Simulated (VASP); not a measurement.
# ZnSe in VASP: notebook, part 2 of 2

VASP 6.6.1. The steps go on from the part before.

### 4 Single point, PBE (volume scaled by 1.04)

INCAR

```
SYSTEM = ZnSe
ALGO = Normal ; EDIFF = 1E-6
ENCUT = 520 ; GGA = PE
ISIF = 2 ; ISMEAR = -1
LASPH = .TRUE. ; LCHARG = .FALSE.
LREAL = .FALSE. ; LWAVE = .FALSE.
NBANDS = 16 ; NELM = 80
PREC = Accurate ; SIGMA = 0.03
```

KPOINTS

```
k-points
0
G
  8 8 8
  0 0 0
```

POSCAR

```
ZnSe
1.0
    0.0000000000      2.8710911186      2.8710911186
    2.8710911186      0.0000000000      2.8710911186
    2.8710911186      2.8710911186      0.0000000000
Zn Se
1 1
Direct
    0.0000000000      0.0000000000      0.0000000000
    0.7500000000      0.7500000000      0.7500000000
```

Command:

```console
$ cat potpaw_PBE.64/Zn/POTCAR potpaw_PBE.64/Se/POTCAR > POTCAR
$ mpirun -np 1 vasp_std > vasp.out
```

Run time: 11 s. Hardware: 1 thread of AMD EPYC 9R45 (Zen 5), shared host; peak memory 0.14 GiB.

It converged, with:

* Free energy: -6.0325 eV
* Pressure: -0.1 GPa
* Band gap on the k mesh: 1.13 eV, direct

Levels at points of the mesh, in eV from the valence-band top:
| k point | band 5 | band 6 | band 7 | band 8 | band 9 | band 10 | band 11 | band 12 | band 13 | band 14 |
| --- | --- | --- | --- | --- | --- | --- | --- | --- | --- | --- |
| (0.00, 0.00, 0.00) | -6.08 | -6.08 | 0.00 | 0.00 | 0.00 | 1.13 | 5.81 | 5.81 | 5.81 | 9.78 |
| (0.50, 0.00, 0.00) | -6.06 | -5.93 | -4.98 | -0.81 | -0.81 | 2.47 | 6.39 | 6.39 | 8.46 | 10.79 |
| (0.50, 0.50, 0.00) | -6.03 | -5.91 | -4.58 | -2.05 | -2.05 | 3.07 | 3.46 | 10.46 | 10.98 | 10.98 |

### 5 Single point, PBE (equal xx and yy strain of -2 %)

INCAR

```
PREC = Accurate
ENCUT = 520
EDIFF = 1E-7
ISMEAR = -1
SIGMA = 0.03
LREAL = False
LASPH = True
NELM = 80
ALGO = Normal
ISIF = 2
LWAVE = False
LCHARG = False
GGA = PE
NBANDS = 16
```

KPOINTS

```
regular mesh
0
Gamma
  8 8 8
```

POSCAR

```
ZnSe
1.0
    0.0000000000      2.7771240000      2.8338000000
    2.7771240000      0.0000000000      2.8338000000
    2.7771240000      2.7771240000      0.0000000000
Zn Se
1 1
Direct
    0.0000000000      0.0000000000      0.0000000000
    0.7500000000      0.7500000000      0.7500000000
```

Potentials or basis: VASP PAW PBE potentials, release 64 (Zn, Se).

Command:

```console
$ cat potpaw_PBE.64/Zn/POTCAR potpaw_PBE.64/Se/POTCAR > POTCAR
$ mpirun -np 1 vasp_std > vasp.out
```

OUTCAR:

```text
PREC = Accurate
   ENCUT = 520
   EDIFF = 1E-7
   ISMEAR = -1
   LREAL = False
   LASPH = True
   NELM = 80
   ISIF = 2
   GGA = PE

 ion  position               nearest neighbor table
   1  0.000  0.000  0.000-   2 2.42   2 2.42   2 2.42   2 2.42
   2  0.750  0.750  0.750-   1 2.42   1 2.42   1 2.42   1 2.42

  LATTYP: Found a body centered tetragonal cell.
 ALAT       =     3.9274464252
 C/A-ratio  =     1.4430750636

  Lattice vectors:

 A1 = (  -2.7771240000,   0.0000000000,   2.8338000000)
 A2 = (   2.7771240000,   0.0000000000,   2.8338000000)
 A3 = (   0.0000000000,   2.7771240000,  -2.8338000000)

Analysis of symmetry for initial positions (statically):
=====================================================================
 Subroutine PRICEL returns:
 Original cell was already a primitive cell.

 Routine SETGRP: Setting up the symmetry group for a
 body centered tetragonal supercell.

 Subroutine GETGRP returns: Found  8 space group operations
 (whereof  8 operations were pure point group operations)
 out of a pool of 16 trial point group operations.

The static configuration has the point symmetry D_2d.

Analysis of symmetry for dynamics (positions and initial velocities):
[... 154 lines left out ...]
  ---------------------------------------------------
  free energy    TOTEN  =        -5.97644070 eV

  energy without entropy =       -5.97644070  energy(sigma->0) =       -5.97644070

 E-fermi :   2.6434     XC(G=0):  -9.5080

 val. band max:        1.9947176640   @ k =   0.0000   0.0000   0.0000
 cond. band min:       3.4229369953   @ k =   0.0000   0.0000   0.0000
 fundamental gap:      1.4282193312
 Fermi energy:         2.6433500741

 k-point     1 :       0.0000    0.0000    0.0000
  band No.  band energies     occupation
      1     -11.5582      2.00000
      2      -4.7394      2.00000
      3      -4.7295      2.00000
      4      -4.7295      2.00000
      5      -4.3280      2.00000
      6      -4.3235      2.00000
[... 433 lines left out ...]
      3      -4.6269      2.00000
      4      -4.5576      2.00000
      5      -4.3225      2.00000
      6      -4.3012      2.00000
[... 8 lines left out ...]
     15      13.8449      0.00000
     16      14.4206      0.00000

 [... further k-points ...]
[... 5 lines left out ...]
  --------------------------------------------------------------------------------------
  -------------------------------------------------------------------------------------
  Total        1.5046155      1.5046155      1.3192034      0.0000000      0.0000000     -0.0000000
  in kB       55.1501099     55.1501099     48.3540218      0.0000000      0.0000000     -0.0000000
  external PRESSURE =      52.8847472 kB  Pullay stress =       0.0000000 kB

 VOLUME and BASIS-vectors are now :
 -----------------------------------------------------------------------------
  energy-cutoff  :      520.00
  volume of cell :       43.71
      direct lattice vectors                 reciprocal lattice vectors
     0.000000000  2.777124000  2.833800000    -0.180042375  0.180042375  0.176441527
     2.777124000  0.000000000  2.833800000     0.180042375 -0.180042375  0.176441527
     2.777124000  2.777124000  0.000000000     0.180042375  0.180042375 -0.176441527

 POSITION                                       TOTAL-FORCE (eV/Angst)
 -----------------------------------------------------------------------------------
      0.00000      0.00000      0.00000         0.000000      0.000000      0.000000
      4.16569      4.16569      4.25070        -0.000000     -0.000000     -0.000000
 -----------------------------------------------------------------------------------
    total drift:                               -0.000000     -0.000000      0.000000

  FREE ENERGIE OF THE ION-ELECTRON SYSTEM (eV)
  ---------------------------------------------------
  free  energy   TOTEN  =        -5.9764406974 eV

  energy  without entropy=       -5.9764406974  energy(sigma->0) =       -5.97644070
```

stdout:

```text
POSCAR found type information on POSCAR ZnSe
 POSCAR found :  2 types and       2 ions
 scaLAPACK will be used
 LDA part: xc-table for (Slater+PW92), standard interpolation
 POSCAR, INCAR and KPOINTS ok, starting setup
 FFT: planning ... GRIDC
 FFT: planning ... GRID_SOFT
 FFT: planning ... GRID
 WAVECAR not read
 entering main loop
```

Wall time 29 s (1 thread of Intel Xeon 6975P-C (Granite Rapids), shared host); peak memory 0.19 GiB.

Results:

| Quantity | Value |
| --- | --- |
| Free energy | -5.9764 eV |
| Pressure | 5.3 GPa |
| Band gap on the k mesh | 1.43 eV, direct |

Levels at points of the mesh, in eV from the valence-band top:
```csv
k point,band 5,band 6,band 7,band 8,band 9,band 10,band 11,band 12,band 13,band 14
"(0.00, 0.00, 0.00)",-6.32,-6.32,-0.08,0.00,0.00,1.43,5.76,5.76,5.76,10.06
"(0.50, 0.00, 0.00)",-6.30,-6.15,-5.52,-1.02,-0.89,2.58,6.27,6.43,8.66,11.14
"(0.50, 0.50, 0.00)",-6.27,-6.14,-5.04,-2.29,-2.29,2.93,3.55,10.88,11.51,11.51
"(0.50, 0.00, 0.50)",-6.27,-6.12,-4.92,-2.42,-2.38,2.83,3.36,11.08,11.37,11.59
```

Caveat: the cell differs from its parent crystal (equal xx and yy strain of -2 %).

### 6 Single point, PBE (equal xx and yy strain of +1 %)

INCAR

```
SYSTEM = ZnSe
PREC = Accurate
ENCUT = 520
EDIFF = 1E-6
ISMEAR = -1
SIGMA = 0.03
LREAL = .FALSE.
LASPH = .TRUE.
NELM = 100
ALGO = Normal
ISIF = 2
LWAVE = .FALSE.
LCHARG = .FALSE.
GGA = PE
NBANDS = 16
```

KPOINTS

```
Automatic mesh
0
G
  8 8 8
  0 0 0
```

POSCAR

```
ZnSe
1.0
    0.0000000000      2.8621380000      2.8338000000
    2.8621380000      0.0000000000      2.8338000000
    2.8621380000      2.8621380000      0.0000000000
Zn Se
1 1
Direct
    0.0000000000      0.0000000000      0.0000000000
    0.7500000000      0.7500000000      0.7500000000
```

Potentials or basis: VASP PAW PBE potentials, release 64 (Zn, Se).

Command:

```console
$ cat potpaw_PBE.64/Zn/POTCAR potpaw_PBE.64/Se/POTCAR > POTCAR
$ mpirun -np 1 vasp_std > vasp.out
```

Wall time 26 s (1 thread of Intel Xeon 6975P-C (Granite Rapids), shared host); peak memory 0.18 GiB.

Results (log left out):

```yaml
Free_energy: -6.0295 eV
Pressure: 1.1 GPa
Band_gap_on_the_k_mesh: 1.19 eV, direct
```

Stress tensor (GPa, compression positive):
```
0.96 0.00 0.00
0.00 0.96 0.00
0.00 0.00 1.29
```

Levels at points of the mesh, in eV from the valence-band top:
```csv
k point,band 5,band 6,band 7,band 8,band 9,band 10,band 11,band 12,band 13,band 14
"(0.00, 0.00, 0.00)",-6.15,-6.15,-0.04,-0.04,0.00,1.19,5.78,5.79,5.79,9.83
"(0.50, 0.00, 0.00)",-6.13,-6.00,-5.12,-0.89,-0.83,2.48,6.32,6.40,8.50,10.85
"(0.50, 0.50, 0.00)",-6.10,-5.97,-4.65,-2.17,-2.17,2.98,3.37,10.63,11.08,11.08
"(0.50, 0.00, 0.50)",-6.10,-5.98,-4.71,-2.13,-2.11,3.02,3.47,10.54,11.04,11.14
```

Caveat: the cell differs from its parent crystal (equal xx and yy strain of +1 %).

### 7 Overview

| cell | gap on the mesh (eV) | pressure (GPa) |
| --- | --- | --- |
| a = 4.021 Å, angles 60.0°, 2 atoms | 1.25 | 1.7 |
| a = 4.086 Å, angles 60.0°, 2 atoms | 1.06 | -1.1 |
| a = 4.060 Å, angles 60.0°, 2 atoms | 1.13 | -0.1 |
| a = 3.968, b = 3.968, c = 3.927 Å, angles 60.3, 60.3, 59.3°, 2 atoms | 1.43 | 5.3 |
| a = 4.028, b = 4.028, c = 4.048 Å, angles 59.8, 59.8, 60.3°, 2 atoms | 1.19 | 1.1 |

Alike in all rows: task single point; level PBE; potentials or basis VASP PAW PBE potentials, release 64 (Zn, Se); no spin polarisation; k mesh 8 × 8 × 8; cutoff (eV) 520; smearing fermi-dirac 0.03 eV.

Absolute energies hang on the potentials; compare differences alone.
